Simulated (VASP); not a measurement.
# AlAs (F-43m) in VASP: single point with revPBE+D3(BJ)

Aim: the single point of AlAs with revPBE+D3(BJ).

Program: VASP 6.6.1. These are calculated values, not measurements. Logs are shortened: lines on timing, memory, paths and dates and some standing lists are left out, and cuts for length are marked.

## (1) The cell of the first run

It takes space group F-43m (No. 216, cubic). Conventional cell: a = 5.661 Å, b = 5.661 Å, c = 5.661 Å, α = 90.00°, β = 90.00°, γ = 90.00°. Al (site symmetry -43m) has 4 As at 2.45 Å within 3.2 Å. As (site symmetry -43m) has 4 Al at 2.45 Å within 3.2 Å.

## (2) Single point, revPBE+D3(BJ)

INCAR reads:

```
  ALGO = Normal
  EDIFF = 1E-6
  ENCUT = 500
  GGA = RE
  GGA_COMPAT = F
  ISIF = 2
  ISMEAR = 0
  ISYM = 0
  IVDW = 12
  LASPH = T
  LCHARG = F
  LREAL = F
  LWAVE = F
  NBANDS = 11
  NELM = 120
  PREC = Accurate
  SIGMA = 0.2
```

KPOINTS reads:

```
Automatic mesh
0
Gamma
  4 4 4
  0.5 0.5 0.5
```

POSCAR reads:

```
AlAs
1.0
    0.0000000000      2.8304000000      2.8304000000
    2.8304000000      0.0000000000      2.8304000000
    2.8304000000      2.8304000000      0.0000000000
Al As
1 1
Direct
    0.0000000000      0.0000000000      0.0000000000
    0.2500000000      0.2500000000      0.2500000000
```

Potentials or basis: VASP PAW PBE potentials, release 64 (Al, As).

Started as:

```sh
cat potpaw_PBE.64/Al/POTCAR potpaw_PBE.64/As/POTCAR > POTCAR
mpirun -np 1 vasp_std > vasp.out
```

OUTCAR:

```text
EDIFF = 1E-6
   ENCUT = 500
   GGA = RE
   ISIF = 2
   ISMEAR = 0
   ISYM = 0
   IVDW = 12
   LASPH = T
   LREAL = F
   NELM = 120
   PREC = Accurate
 IVDW          = 12

 ion  position               nearest neighbor table
   1  0.000  0.000  0.000-   2 2.45   2 2.45   2 2.45   2 2.45
   2  0.250  0.250  0.250-   1 2.45   1 2.45   1 2.45   1 2.45

IMPORTANT INFORMATION: All symmetrisations will be switched off!
NOSYMM: (Re-)initialisation of all symmetry stuff for point group C_1.

----------------------------------------------------------------------------------------

                                     Primitive cell

  volume of cell :      45.3496

  direct lattice vectors                    reciprocal lattice vectors
     0.000000000  2.830400000  2.830400000    -0.176653477  0.176653477  0.176653477
     2.830400000  0.000000000  2.830400000     0.176653477 -0.176653477  0.176653477
     2.830400000  2.830400000  0.000000000     0.176653477  0.176653477 -0.176653477

  length of vectors
     4.002790067  4.002790067  4.002790067     0.305972797  0.305972797  0.305972797

  position of ions in fractional coordinates (direct lattice)
     0.000000000  0.000000000  0.000000000
     0.250000000  0.250000000  0.250000000

  ion indices of the primitive-cell ions
   primitive index   ion index
                 1           1
                 2           2

----------------------------------------------------------------------------------------

 KPOINTS: Automatic mesh

Automatic generation of k-mesh.
 Grid dimensions read from file:
 generate k-points for:    4    4    4

 Generating k-lattice:

  Cartesian coordinates                     Fractional coordinates (reciprocal lattice)
    -0.044163369  0.044163369  0.044163369     0.250000000  0.000000000  0.000000000
     0.044163369 -0.044163369  0.044163369     0.000000000  0.250000000  0.000000000
     0.044163369  0.044163369 -0.044163369     0.000000000  0.000000000  0.250000000

  Length of vectors
     0.076493199  0.076493199  0.076493199

  Shift w.r.t. Gamma in fractional coordinates (k-lattice)
     0.500000000  0.500000000  0.500000000

 Subroutine IBZKPT returns following result:
 ===========================================

 Found    128 irreducible k-points:

 Following reciprocal coordinates:
            Coordinates               Weight
  0.125000  0.125000  0.125000      2.000000
  0.125000  0.000000  0.000000      2.000000
  0.000000  0.000000 -0.125000      2.000000
  0.000000  0.125000  0.000000      2.000000
  0.375000  0.125000  0.125000      2.000000
  0.125000  0.375000  0.125000      2.000000
[... 16 lines left out ...]
  0.000000  0.500000 -0.125000      2.000000
  0.500000  0.000000 -0.125000      2.000000
 [... further k-points ...]
   k-points           NKPTS =    128   k-points in BZ     NKDIM =    128   number of bands    NBANDS=     11
   number of dos      NEDOS =    301   number of ions     NIONS =      2
   total plane-waves  NPLWV =  27000
   dimension x,y,z NGX =    30 NGY =   30 NGZ =   30
   dimension x,y,z NGXF=    60 NGYF=   60 NGZF=   60
   ions per type =               1   1
   NGX,Y,Z   is equivalent  to a cutoff of  12.46, 12.46, 12.46 a.u.
   NGXF,Y,Z  is equivalent  to a cutoff of  24.92, 24.92, 24.92 a.u.
 SYSTEM =  unknown system
   PREC   = accura    normal or accurate (medium, high low for compatibility)
   ISTART =      0    job   : 0-new  1-cont  2-samecut
   ICHARG =      2    charge: 1-file 2-atom 10-const
   ISPIN  =      1    spin polarized calculation?
   LNONCOLLINEAR =      F non collinear calculations
   LSORBIT =      F    spin-orbit coupling
   LASPH  =      T    aspherical Exc in radial PAW
   ENCUT  =  500.0 eV  36.75 Ry    6.06 a.u.   7.30  7.30  7.30*2*pi/ulx,y,z
   NELM   =    120;   NELMIN=  2; NELMDL= -5     # of ELM steps
   EDIFF  = 0.1E-05   stopping-criterion for ELM
   LREAL  =      F    real-space projection
   EDIFFG = 0.1E-04   stopping-criterion for IOM
   NSW    =      0    number of steps for IOM
   IBRION =     -1    ionic relax: 0-MD 1-quasi-New 2-CG
   NFREE  =      0    steps in history (QN), initial steepest desc. (CG)
   ISIF   =      2    stress and relaxation
   ISYM   =      0    0-nonsym 1-usesym 2-fastsym
   POTIM  = 0.5000    time-step for ionic-motion
   TEBEG  =    0.0;   TEEND  =   0.0 temperature during run
   PSTRESS=    0.0 pullay stress
   NELECT =       8.0000    total number of electrons
   NUPDOWN=      -1.0000    fix difference up-down
   EMIN   =  10.00;   EMAX   =-10.00  energy-range for DOS
   EFERMI =   0.00;   METHOD = LEGACY
   ISMEAR =     0;   SIGMA  =   0.20  broadening in eV -4-tet -1-fermi 0-gaus
   EFERMI_NEDOS =   21; number of points for ismear=-14 and -15
   IALGO  =     38    algorithm
   IMIX   =      4    mixing-type and parameters
     AMIX     =   0.40;   BMIX     =  1.00
     AMIX_MAG =   1.60;   BMIX_MAG =  1.00
  volume/ion in A,a.u.               =      22.67       153.02
  Fermi-wavevector in a.u.,A,eV,Ry     =   0.918150  1.735052 11.469706  0.843000
  Thomas-Fermi vector in A             =   2.043199
   LORBIT       =      0    0 simple, 1 ext, 2 COOP (PROOUT), +10 PAW based schemes
   GGA     = RE    functional components
   LHFCALC =     F    Hartree Fock is set to
   AEXX    =    0.0000 exact exchange contribution
   IVDW    =    12    specifies the selected vdW correction
   LEPSILON=     F    determine dielectric tensor
   LRPA    =     F    only Hartree local field effects (RPA)
 non-spin polarized calculation
 Gauss-broadening in eV      SIGMA  =   0.20
  energy-cutoff  :      500.00
  volume of cell :       45.35
 maximum number of plane-waves:      1167
 NGX is ok and might be reduce to    30
   NGX = 15   NGY = 15   NGZ = 15

 number of electron       8.0000000 magnetization

 Free energy of the ion-electron system (eV)
  ---------------------------------------------------
  ext. energy  EPLUGINS =         0.00000000
  ---------------------------------------------------
  free energy    TOTEN  =        -8.87819663 eV

  energy without entropy =       -8.87819663  energy(sigma->0) =       -8.87819663

 E-fermi :   4.6482     XC(G=0):  -8.9552

 val. band max:        3.7925451083   @ k =   0.0000   0.1250   0.0000
 cond. band min:       5.8885596727   @ k =  -0.3750   0.0000   0.5000
 fundamental gap:      2.0960145644
 Fermi energy:         4.6481556963

 k-point     1 :       0.1250    0.1250    0.1250
  band No.  band energies     occupation
      1      -7.7317      2.00000
      2       2.5475      2.00000
      3       3.7925      2.00000
      4       3.7925      2.00000
      5       6.8317      0.00000
      6       8.5462      0.00000
      7       8.5462      0.00000
      8       8.6938      0.00000
      9      12.3605      0.00000
     10      12.3605      0.00000
     11      13.6845      0.00000

 k-point     2 :       0.1250    0.0000    0.0000
  band No.  band energies     occupation
      1      -7.7317      2.00000
      2       2.5475      2.00000
      3       3.7925      2.00000
      4       3.7925      2.00000
      5       6.8317      0.00000
      6       8.5462      0.00000
      7       8.5462      0.00000
      8       8.6938      0.00000
      9      12.3605      0.00000
     10      12.3605      0.00000
     11      13.6845      0.00000

 k-point     3 :       0.0000    0.0000   -0.1250
  band No.  band energies     occupation
      1      -7.7317      2.00000
      2       2.5475      2.00000
      3       3.7925      2.00000
      4       3.7925      2.00000
      5       6.8317      0.00000
      6       8.5462      0.00000
      7       8.5462      0.00000
      8       8.6938      0.00000
      9      12.3605      0.00000
     10      12.3605      0.00000
     11      13.6845      0.00000

 k-point     4 :       0.0000    0.1250    0.0000
  band No.  band energies     occupation
      1      -7.7317      2.00000
      2       2.5475      2.00000
      3       3.7925      2.00000
      4       3.7925      2.00000
      5       6.8317      0.00000
      6       8.5462      0.00000
      7       8.5462      0.00000
      8       8.6938      0.00000
      9      12.3605      0.00000
     10      12.3605      0.00000
     11      13.6845      0.00000

 k-point     5 :       0.3750    0.1250    0.1250
  band No.  band energies     occupation
      1      -7.0086      2.00000
      2       0.0115      2.00000
      3       2.2989      2.00000
      4       3.4644      2.00000
      5       7.3426      0.00000
      6       8.8990      0.00000
      7       9.0175      0.00000
      8      10.4690      0.00000
      9      11.5788      0.00000
     10      13.8420      0.00000
     11      14.9262      0.00000
[... 211 lines left out ...]
 k-point    21 :      -0.3750    0.5000    0.5000
  band No.  band energies     occupation
      1      -6.4037      2.00000
      2      -1.4069      2.00000
      3       2.2676      2.00000
      4       2.8608      2.00000
      5       6.9371      0.00000
      6       8.4650      0.00000
      7       9.2977      0.00000
      8      11.8324      0.00000
      9      13.4846      0.00000
     10      15.3959      0.00000
     11      15.6845      0.00000

 k-point    22 :       0.1250    0.5000    0.0000
  band No.  band energies     occupation
      1      -6.4037      2.00000
      2      -1.4069      2.00000
      3       2.2676      2.00000
      4       2.8608      2.00000
      5       6.9371      0.00000
      6       8.4650      0.00000
      7       9.2977      0.00000
      8      11.8324      0.00000
      9      13.4846      0.00000
     10      15.3959      0.00000
     11      15.6845      0.00000

 k-point    23 :       0.0000    0.5000   -0.1250
  band No.  band energies     occupation
      1      -6.4037      2.00000
      2      -1.4069      2.00000
      3       2.2676      2.00000
      4       2.8608      2.00000
      5       6.9371      0.00000
      6       8.4650      0.00000
      7       9.2977      0.00000
      8      11.8324      0.00000
      9      13.4846      0.00000
     10      15.3959      0.00000
     11      15.6845      0.00000

 k-point    24 :       0.5000    0.0000   -0.1250
  band No.  band energies     occupation
      1      -6.4037      2.00000
      2      -1.4069      2.00000
      3       2.2676      2.00000
      4       2.8608      2.00000
      5       6.9371      0.00000
      6       8.4650      0.00000
      7       9.2977      0.00000
      8      11.8324      0.00000
      9      13.4846      0.00000
     10      15.3959      0.00000
     11      15.6845      0.00000

 [... further k-points ...]

------------------------ aborting loop because EDIFF is reached ----------------------------------------

 Edisp (eV)   -1.22364

 E8    (eV) :    -0.8587

  FORCE on cell =-STRESS in cart. coord.  units (eV):
  Direction    XX          YY          ZZ          XY          YZ          ZX
  --------------------------------------------------------------------------------------
  -------------------------------------------------------------------------------------
  Total      -0.25504    -0.25505    -0.25504    -0.00000    -0.00000    -0.00000
  in kB      -9.01059    -9.01061    -9.01057    -0.00003    -0.00001    -0.00006
  external pressure =       -9.01 kB  Pullay stress =        0.00 kB

 VOLUME and BASIS-vectors are now :
 -----------------------------------------------------------------------------
  energy-cutoff  :      500.00
  volume of cell :       45.35
      direct lattice vectors                 reciprocal lattice vectors
     0.000000000  2.830400000  2.830400000    -0.176653477  0.176653477  0.176653477
     2.830400000  0.000000000  2.830400000     0.176653477 -0.176653477  0.176653477
     2.830400000  2.830400000  0.000000000     0.176653477  0.176653477 -0.176653477

 POSITION                                       TOTAL-FORCE (eV/Angst)
 -----------------------------------------------------------------------------------
      0.00000      0.00000      0.00000         0.000000     -0.000000      0.000000
      1.41520      1.41520      1.41520        -0.000000      0.000000     -0.000000
 -----------------------------------------------------------------------------------
    total drift:                               -0.000000      0.000000     -0.000000

  FREE ENERGIE OF THE ION-ELECTRON SYSTEM (eV)
  ---------------------------------------------------
  free  energy   TOTEN  =       -10.1018405502 eV

  energy  without entropy=      -10.1018405501  energy(sigma->0) =      -10.10184055
```

Wall time 46 s (1 thread of Intel Xeon Platinum 8488C (Sapphire Rapids), shared host); peak memory 0.22 GiB.

What came out:

| Property | Result |
| --- | --- |
| Free energy | -10.1018 eV |
| Pressure | -0.9 GPa |
| Band gap on the k mesh | 2.10 eV, indirect (least direct gap 3.04 eV) |
| Dispersion energy per atom | -0.612 eV |

Caveat: three body term missing; the PAW data sets were made with another functional, which shifts forces and pressure a little.
